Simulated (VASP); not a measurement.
# Si in VASP: further runs

Runs on Si. Level: PBEsol. Tasks: single point, relaxation of the atoms.

Program: VASP 6.6.1. These are calculated values, not measurements. Logs are shortened: lines on timing, memory, paths and dates and some standing lists are left out, and cuts for length are marked.

**1. The cell of the first run**

The cell holds a slab with vacuum, 4 atoms: a = 3.842 Å, b = 5.434 Å, c = 17.921 Å, α = 90.00°, β = 90.00°, γ = 90.00°.

**2. Single point, PBEsol**

File INCAR:

```
SYSTEM = Si
  PREC = Accurate
  ENCUT = 520
  EDIFF = 1E-6
  ISMEAR = -1
  SIGMA = 0.02
  LREAL = .FALSE.
  LASPH = .TRUE.
  NELM = 60
  ALGO = Normal
  ISIF = 2
  LWAVE = .FALSE.
  LCHARG = .FALSE.
  LDIPOL = .TRUE.
  IDIPOL = 3
  DIPOL = 0.5 0.5 0.500
  GGA = PS
  NBANDS = 16
  EFIELD = -0.3
```

File KPOINTS:

```
Automatic mesh
0
G
  7 5 1
  0 0 0
```

File POSCAR:

```
Si
1.0
    3.8424174448      0.0000000000      0.0000000000
    0.0000000000      5.4339988627      0.0000000000
    0.0000000000      0.0000000000     17.9212000000
Si
4
Direct
    0.0000000000      0.3670773233      0.4515308934
    0.5000000000      0.1329226767      0.4515308934
    0.5000000000      0.8670771925      0.5484691066
    0.0000000000      0.6329228075      0.5484691066
```

Potentials or basis: VASP PAW PBE potentials, release 64 (Si).

The run is started by

```console
$ cat potpaw_PBE.64/Si/POTCAR > POTCAR
$ mpirun -np 1 vasp_std > vasp.out
```

OUTCAR:

```text
SYSTEM = Si
   PREC = Accurate
   ENCUT = 520
   EDIFF = 1E-6
   ISMEAR = -1
   LREAL = .FALSE.
   LASPH = .TRUE.
   NELM = 60
   ISIF = 2
   GGA = PS

 ion  position               nearest neighbor table
   1  0.000  0.367  0.452-   4 2.26   2 2.30   2 2.30
   2  0.500  0.133  0.452-   3 2.26   1 2.30   1 2.30
   3  0.500  0.867  0.548-   2 2.26   4 2.30   4 2.30
   4  0.000  0.633  0.548-   1 2.26   3 2.30   3 2.30

  LATTYP: Found a simple orthorhombic cell.
 ALAT       =     3.8424174448
 B/A-ratio  =     1.4142135624
 C/A-ratio  =     4.6640429515

  Lattice vectors:

 A1 = (   3.8424174448,   0.0000000000,   0.0000000000)
 A2 = (   0.0000000000,   5.4339988627,   0.0000000000)
 A3 = (   0.0000000000,   0.0000000000,  17.9212000000)

Analysis of symmetry for initial positions (statically):
=====================================================================
 Subroutine PRICEL returns:
 Original cell was already a primitive cell.

 Routine SETGRP: Setting up the symmetry group for a
 simple orthorhombic supercell.

 Subroutine GETGRP returns: Found  8 space group operations
 (whereof  4 operations were pure point group operations)
 out of a pool of  8 trial point group operations.

The static configuration has the point symmetry C_2h.
 The point group associated with its full space group is D_2h.

Analysis of symmetry for dynamics (positions and initial velocities):
=====================================================================
 An external electric field (EFIELD) may reduce the allowed symmetry operations
 Subroutine PRICEL returns:
 Original cell was already a primitive cell.

 Routine SETGRP: Setting up the symmetry group for a
 simple orthorhombic supercell.

 Subroutine GETGRP returns: Found  4 space group operations
 (whereof  2 operations were pure point group operations)
 out of a pool of  8 trial point group operations.

The dynamic configuration has the point symmetry C_1h.
 The point group associated with its full space group is C_2v.

 Subroutine INISYM returns: Found  4 space group operations
 (whereof  2 operations are pure point group operations),
 and found     1 'primitive' translations

----------------------------------------------------------------------------------------

                                     Primitive cell

  volume of cell :     374.1891

  direct lattice vectors                    reciprocal lattice vectors
     3.842417445  0.000000000  0.000000000     0.260252826  0.000000000  0.000000000
     0.000000000  5.433998863  0.000000000     0.000000000  0.184026538  0.000000000
     0.000000000  0.000000000 17.921200000     0.000000000  0.000000000  0.055799835

  length of vectors
     3.842417445  5.433998863 17.921200000     0.260252826  0.184026538  0.055799835

  position of ions in fractional coordinates (direct lattice)
     0.000000000  0.367077323  0.451530893
     0.500000000  0.132922677  0.451530893
     0.500000000  0.867077192  0.548469107
     0.000000000  0.632922808  0.548469107

  ion indices of the primitive-cell ions
   primitive index   ion index
                 1           1
                 2           2
                 3           3
                 4           4

----------------------------------------------------------------------------------------

 KPOINTS: Automatic mesh

Automatic generation of k-mesh.
 Grid dimensions read from file:
 generate k-points for:    7    5    1

 Generating k-lattice:

  Cartesian coordinates                     Fractional coordinates (reciprocal lattice)
     0.037178975  0.000000000  0.000000000     0.142857143  0.000000000  0.000000000
     0.000000000  0.036805308  0.000000000     0.000000000  0.200000000  0.000000000
     0.000000000  0.000000000  0.055799835     0.000000000  0.000000000  1.000000000

  Length of vectors
     0.037178975  0.036805308  0.055799835

  Shift w.r.t. Gamma in fractional coordinates (k-lattice)
     0.000000000  0.000000000  0.000000000

 Subroutine IBZKPT returns following result:
 ===========================================

 Found     12 irreducible k-points:

 Following reciprocal coordinates:
            Coordinates               Weight
  0.000000  0.000000  0.000000      1.000000
  0.142857  0.000000  0.000000      2.000000
  0.285714  0.000000  0.000000      2.000000
  0.428571  0.000000  0.000000      2.000000
  0.000000  0.200000  0.000000      2.000000
  0.142857  0.200000  0.000000      4.000000
  0.285714  0.200000  0.000000      4.000000
  0.428571  0.200000  0.000000      4.000000
  0.000000  0.400000  0.000000      2.000000
  0.142857  0.400000  0.000000      4.000000
  0.285714  0.400000  0.000000      4.000000
  0.428571  0.400000  0.000000      4.000000
   k-points           NKPTS =     12   k-points in BZ     NKDIM =     12   number of bands    NBANDS=     16
   number of dos      NEDOS =    301   number of ions     NIONS =      4
   total plane-waves  NPLWV = 168000
   dimension x,y,z NGX =    30 NGY =   40 NGZ =  140
   dimension x,y,z NGXF=    60 NGYF=   80 NGZF=  280
   ions per type =               4
   NGX,Y,Z   is equivalent  to a cutoff of  12.98, 12.24, 12.99 a.u.
   NGXF,Y,Z  is equivalent  to a cutoff of  25.96, 24.47, 25.97 a.u.
 SYSTEM =  Si
   PREC   = accura    normal or accurate (medium, high low for compatibility)
   ISTART =      0    job   : 0-new  1-cont  2-samecut
   ICHARG =      2    charge: 1-file 2-atom 10-const
   ISPIN  =      1    spin polarized calculation?
   LNONCOLLINEAR =      F non collinear calculations
   LSORBIT =      F    spin-orbit coupling
   LASPH  =      T    aspherical Exc in radial PAW
   ENCUT  =  520.0 eV  38.22 Ry    6.18 a.u.   7.14 10.10 33.32*2*pi/ulx,y,z
   NELM   =     60;   NELMIN=  2; NELMDL= -5     # of ELM steps
   EDIFF  = 0.1E-05   stopping-criterion for ELM
   LREAL  =      F    real-space projection
   EDIFFG = 0.1E-04   stopping-criterion for IOM
   NSW    =      0    number of steps for IOM
   IBRION =     -1    ionic relax: 0-MD 1-quasi-New 2-CG
   NFREE  =      0    steps in history (QN), initial steepest desc. (CG)
   ISIF   =      2    stress and relaxation
   ISYM   =      2    0-nonsym 1-usesym 2-fastsym
   POTIM  = 0.5000    time-step for ionic-motion
   TEBEG  =    0.0;   TEEND  =   0.0 temperature during run
   PSTRESS=    0.0 pullay stress
   NELECT =      16.0000    total number of electrons
   NUPDOWN=      -1.0000    fix difference up-down
   EMIN   =  10.00;   EMAX   =-10.00  energy-range for DOS
   EFERMI =   0.00;   METHOD = LEGACY
   ISMEAR =    -1;   SIGMA  =   0.02  broadening in eV -4-tet -1-fermi 0-gaus
   EFERMI_NEDOS =   21; number of points for ismear=-14 and -15
   IALGO  =     38    algorithm
   IMIX   =      4    mixing-type and parameters
     AMIX     =   0.40;   BMIX     =  1.00
     AMIX_MAG =   1.60;   BMIX_MAG =  1.00
  volume/ion in A,a.u.               =      93.55       631.29
  Fermi-wavevector in a.u.,A,eV,Ry     =   0.572468  1.081807  4.458894  0.327719
  Thomas-Fermi vector in A             =   1.613353
   LORBIT       =      0    0 simple, 1 ext, 2 COOP (PROOUT), +10 PAW based schemes
   GGA     = PS    functional components
   LHFCALC =     F    Hartree Fock is set to
   AEXX    =    0.0000 exact exchange contribution
   IVDW    =     0    specifies the selected vdW correction
   LEPSILON=     F    determine dielectric tensor
   LRPA    =     F    only Hartree local field effects (RPA)
 non-spin polarized calculation
  energy-cutoff  :      520.00
  volume of cell :      374.19
 maximum number of plane-waves:     10120
 NGX is ok and might be reduce to    30
   NGX = 15   NGY = 21   NGZ = 67

 dipolmoment           0.000000      0.000000      0.000000 electrons x Angstroem

 number of electron      15.9999999 magnetization

 dipolmoment           0.000000      0.000000     -0.156202 electrons x Angstroem

 Free energy of the ion-electron system (eV)
  ---------------------------------------------------
  ext. energy  EPLUGINS =         0.00000000
  ---------------------------------------------------
  free energy    TOTEN  =       -19.16695040 eV

  energy without entropy =      -19.16329703  energy(sigma->0) =      -19.16512371

 E-fermi :  -2.3909     XC(G=0):  -2.8863

 val. band max:       -2.5010814230   @ k =   0.4286   0.0000   0.0000
 cond. band min:      -2.3895031453   @ k =   0.1429   0.4000   0.0000
 fundamental gap:      0.1115782777
 Fermi energy:        -2.3909269769

 k-point     1 :       0.0000    0.0000    0.0000
  band No.  band energies     occupation
      1     -13.3448      2.00000
      2     -10.8386      2.00000
      3      -8.7351      2.00000
      4      -5.1791      2.00000
      5      -4.7457      2.00000
      6      -4.6728      2.00000
[... 8 lines left out ...]
     15       1.5470      0.00000
     16       2.4739      0.00000

 k-point     2 :       0.1429    0.0000    0.0000
  band No.  band energies     occupation
      1     -13.1623      2.00000
      2     -10.6466      2.00000
      3      -8.8573      2.00000
      4      -5.4523      2.00000
      5      -5.0724      2.00000
      6      -4.5792      2.00000
[... 8 lines left out ...]
     15       1.9142      0.00000
     16       2.7049      0.00000

 k-point     3 :       0.2857    0.0000    0.0000
  band No.  band energies     occupation
      1     -12.6221      2.00000
      2     -10.0736      2.00000
      3      -9.4958      2.00000
      4      -6.2267      2.00000
      5      -6.0626      2.00000
      6      -4.8845      2.00000
[... 8 lines left out ...]
     15       2.6419      0.00000
     16       3.0176      0.00000
[... 134 lines left out ...]
 k-point    11 :       0.2857    0.4000    0.0000
  band No.  band energies     occupation
      1     -12.0575      2.00000
      2     -11.4116      2.00000
      3      -8.2437      2.00000
      4      -7.4404      2.00000
      5      -5.7877      2.00000
      6      -5.2868      2.00000
[... 8 lines left out ...]
     15       2.7907      0.00000
     16       3.3977      0.00000

 k-point    12 :       0.4286    0.4000    0.0000
  band No.  band energies     occupation
      1     -11.2944      2.00000
      2     -10.8825      2.00000
      3      -9.1509      2.00000
      4      -8.7009      2.00000
      5      -5.2975      2.00000
      6      -4.8661      2.00000
[... 8 lines left out ...]
     15       2.9424      0.00000
     16       3.4044      0.00000

------------------------ aborting loop because EDIFF is reached ----------------------------------------

 vacuum level on the upper side and lower side of the slab       (xc-potential included)         1.947        -1.961

  FORCE on cell =-STRESS in cart. coord.  units (eV):
  Direction    XX          YY          ZZ          XY          YZ          ZX
  --------------------------------------------------------------------------------------
  -------------------------------------------------------------------------------------
  Total        1.1907082      0.9806455      0.0146249      0.0000000      0.0000000      0.0000000
  in kB        5.0982924      4.1988606      0.0626201      0.0000000      0.0000000      0.0000000
  external PRESSURE =       3.1199244 kB  Pullay stress =       0.0000000 kB

 VOLUME and BASIS-vectors are now :
 -----------------------------------------------------------------------------
  energy-cutoff  :      520.00
  volume of cell :      374.19
      direct lattice vectors                 reciprocal lattice vectors
     3.842417445  0.000000000  0.000000000     0.260252826  0.000000000  0.000000000
     0.000000000  5.433998863  0.000000000     0.000000000  0.184026538  0.000000000
     0.000000000  0.000000000 17.921200000     0.000000000  0.000000000  0.055799835

 POSITION                                       TOTAL-FORCE (eV/Angst)
 -----------------------------------------------------------------------------------
      0.00000      1.99470      8.09198         0.000000      0.024154     -0.017497
      1.92121      0.72230      8.09198         0.000000     -0.024154     -0.017497
      1.92121      4.71170      9.82922         0.000000     -0.024042      0.017497
      0.00000      3.43930      9.82922         0.000000      0.024042      0.017497
 -----------------------------------------------------------------------------------
    total drift:                               -0.000000     -0.000000     -0.000019

  FREE ENERGIE OF THE ION-ELECTRON SYSTEM (eV)
  ---------------------------------------------------
  free  energy   TOTEN  =       -19.1669504033 eV

  energy  without entropy=      -19.1632970260  energy(sigma->0) =      -19.16512371

 vacuum level on the upper side and lower side of the slab         4.126         0.257
```

It took 83 s on 1 thread of Intel Xeon 6975P-C (Granite Rapids), shared host; peak memory 0.4 GiB.

Results:

| Property | Result |
| --- | --- |
| Free energy | -19.1670 eV |
| Largest force | 0.030 eV/Å |
| Band gap on the k mesh | zero (bands 8 and 9 overlap by 0.11 eV) |

Forces in eV/Å, atoms in the order of the input:
```
Si   0.000  0.024 -0.017
Si   0.000 -0.024 -0.017
Si   0.000 -0.024  0.017
Si   0.000  0.024  0.017
```

Caveat: the PAW data sets were made with another functional, which shifts forces and pressure a little.

**3. Relaxation of the atoms, PBEsol**

File INCAR:

```
SYSTEM = Si
PREC = Accurate
ENCUT = 520
EDIFF = 1E-7
ISMEAR = -1
SIGMA = 0.02
LREAL = .FALSE.
LASPH = .TRUE.
NELM = 100
ALGO = Normal
ISIF = 2
LWAVE = .FALSE.
LCHARG = .FALSE.
LDIPOL = .TRUE.
IDIPOL = 3
DIPOL = 0.5 0.5 0.500
GGA = PS
IBRION = 2
NSW = 60
EDIFFG = -0.01
```

KPOINTS is that of step 2.

File POSCAR:

```
Si
1.0
    3.8424174448      0.0000000000      0.0000000000
    0.0000000000      5.4339988627      0.0000000000
    0.0000000000      0.0000000000     17.9212000000
Si
4
Direct
    0.0000000000      0.3750000000      0.4463984353
    0.5000000000      0.1250000000      0.4463984353
    0.5000000000      0.8750000000      0.5536015647
    0.0000000000      0.6250000000      0.5536015647
```

Potentials or basis: VASP PAW PBE potentials, release 64 (Si).

The run is started by

```console
$ cat potpaw_PBE.64/Si/POTCAR > POTCAR
$ mpirun -np 1 vasp_std > vasp.out
```

Wall time 3.4 min (1 thread of Intel Xeon 6975P-C (Granite Rapids), shared host); peak memory 0.43 GiB.

Results (log left out):

```yaml
Free_energy: -19.1436 eV
Energy_gained_by_relaxing: 26.8 meV/atom
Ionic_steps: 9
Largest_force_after_relaxing: 0.006 eV/Å
Band_gap_on_the_k_mesh: zero (bands 8 and 9 overlap by 0.10 eV)
```

Forces on the atoms (eV/Å):
```
Si   0.000 -0.005 -0.003
Si   0.000  0.005 -0.003
Si   0.000 -0.005  0.003
Si   0.000  0.005  0.003
```

The path:
```csv
step,energy change (eV),largest force (eV/Å),pressure (GPa)
1,0.0000,0.5700,-0.66
2,-0.0519,0.3812,-0.42
3,-0.0839,0.3586,-0.02
4,-0.1048,0.0827,0.14
5,-0.1057,0.0965,0.18
6,-0.1072,0.0295,0.27
7,-0.1072,0.0168,0.29
8,-0.1072,0.0158,0.29
9,-0.1072,0.0059,0.29
```

Final structure:
```cif
data_structure
_symmetry_space_group_name_H-M 'P 1'
_symmetry_Int_Tables_number 1
_cell_length_a 3.8424
_cell_length_b 5.4340
_cell_length_c 17.9212
_cell_angle_alpha 90.000
_cell_angle_beta 90.000
_cell_angle_gamma 90.000
_cell_volume 374.19
loop_
_atom_site_label
_atom_site_type_symbol
_atom_site_fract_x
_atom_site_fract_y
_atom_site_fract_z
_atom_site_occupancy
Si1 Si 0.00000 0.36732 0.45141 1
Si2 Si 0.50000 0.13268 0.45141 1
Si3 Si 0.50000 0.86732 0.54859 1
Si4 Si 0.00000 0.63268 0.54859 1
```

Levels at points of the mesh, in eV from the Fermi level:
```tsv
k point	band 5	band 6	band 7	band 8	band 9	band 10	band 11	band 12
(0.00, 0.00, 0.00)	-2.34	-2.26	-1.11	-0.63	1.11	1.36	2.74	2.94
```

Caveat: the PAW data sets were made with another functional, which shifts forces and pressure a little.
